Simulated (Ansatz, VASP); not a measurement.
# BeTe2: VASP beside Ansatz

```
CELL_PARAMETERS angstrom
3.42577 0.00000 0.00000
0.00000 3.42577 0.00000
0.00000 0.00000 6.63120
ATOMIC_POSITIONS crystal
Be 0.50000 0.50000 0.50000
Te 0.00000 0.00000 0.73408
Te 0.00000 0.00000 0.26592
```

Alike in both runs: functional PBE; k mesh 6 × 6 × 3; occupations gaussian, width 0.2 eV; no spin polarisation.

Ansatz relaxed the structure, and its values are those at the end. VASP's run is a single point on that final structure, the one shown.

|  | VASP | Ansatz |
| --- | --- | --- |
| version | VASP 6.6.1 | Ansatz 0.2.0 |
| potentials or method | VASP PAW PBE potentials, release 64 (Be, Te), cutoff 600 eV | scalar-relativistic, plane waves, PAW |
| valence electrons in the cell | 14 | 34 |

```csv
,VASP,Ansatz,Ansatz less VASP
gap on the k mesh at the Fermi level (eV),none,none,-
pressure (GPa),-0.7,-0.7,0.00
rms of the force components (eV/Å),0.032,0.034,+0.0025
```

A gap of «none» marks a metal or a gap that the smearing closes. With one functional, cell and mesh, what is left measures potentials, basis and numerics. VASP's potentials hold 14 valence electrons a cell and Ansatz's 34, so a difference there can come from the potentials and not from the codes.

Neither program's run includes spin-orbit coupling.
